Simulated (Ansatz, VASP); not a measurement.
One calculation of Ni, two programs

The input POSCAR:

```
Ni
1.0
   -1.4002397442      1.4002397442      1.4002397442
    1.4002397442     -1.4002397442      1.4002397442
    1.4002397442      1.4002397442     -1.4002397442
Ni
1
Direct
    0.0000000000      0.0000000000      0.0000000000
```

File INCAR.step1:

```
SYSTEM = Ni
  PREC = Accurate
  ENCUT = 520
  ISMEAR = 0
  SIGMA = 0.1
  LREAL = .FALSE.
  LASPH = .TRUE.
  NELM = 150
  ISPIN = 2
  MAGMOM = 0.64
  LMAXMIX = 4
  NBANDS = 15
  GGA = PE
  ALGO = Normal
  EDIFF = 1E-4
  LWAVE = .TRUE.
  LCHARG = .FALSE.
```

The input INCAR.step2:

```
SYSTEM = Ni
  PREC = Accurate
  ENCUT = 520
  EDIFF = 1E-6
  ISMEAR = 0
  SIGMA = 0.1
  LREAL = .FALSE.
  LASPH = .TRUE.
  NELM = 150
  ALGO = Normal
  ISIF = 2
  LWAVE = .FALSE.
  LCHARG = .FALSE.
  ISPIN = 2
  MAGMOM = 0.64
  LORBIT = 11
  LMAXMIX = 4
  METAGGA = R2SCAN
  LMIXTAU = .TRUE.
  NBANDS = 15
  ISTART = 1
```

The input KPOINTS:

```
Automatic mesh
0
G
  22 22 22
  0 0 0
```

Input for Ansatz:

```yaml
crystal:
  lattice:
    - [-1.4002397442, 1.4002397442, 1.4002397442]
    - [1.4002397442, -1.4002397442, 1.4002397442]
    - [1.4002397442, 1.4002397442, -1.4002397442]
  atoms:
    - { symbol: Ni, position: [0.0, 0.0, 0.0], spin: 0.64 }
basis:
  ecutwfc: 500
kpoints:
  mp_grid: { grid: [22, 22, 22] }
  band_path:
    path:
      - [0.0, 0.0, 0.0]
      - [0.5, -0.5, 0.5]
      - [0.0, 0.0, 0.5]
      - [0.25, 0.25, 0.25]
    npoints: 1
hamiltonian:
  xc: r2scan
scf:
  occupations: { method: gaussian, width: 0.1 }
  n_extra_bands: 4
output:
  forces: true
  stress: true
  eigenvalues: true
  populations: true
  write_density: true
  write_potential: true
  elf: true
  volumetric_format: npy
magnetization:
  spin_polarized: true
```

Alike in both runs: task single point; functional r2SCAN; k mesh 22 × 22 × 22; occupations gaussian, width 0.1 eV; collinear spin.

```csv
,VASP,Ansatz
version,VASP 6.6.1,Ansatz 0.2.0
potentials or method,"VASP PAW PBE potentials, release 64 (Ni), cutoff 520 eV","scalar-relativistic, plane waves, PAW"
valence electrons in the cell,10,18
```

```csv
,VASP,Ansatz,Ansatz less VASP
gap on the k mesh at the Fermi level (eV),none,none,-
pressure (GPa),-6.7,-7.3,-0.61
net moment per atom (μB),0.64,0.65,+0.013
size of the moment on the site where the two differ most (μB),0.66,0.71,+0.053
```

VASP's potentials were made for PBE, not for r2SCAN. Site moments also hang on the region over which each program counts them. A gap of «none» marks a metal or a gap that the smearing closes. VASP's potentials hold 10 valence electrons a cell and Ansatz's 18, so a difference there can come from the potentials and not from the codes. Ansatz's warnings: moment headroom below auto, stability check not made.
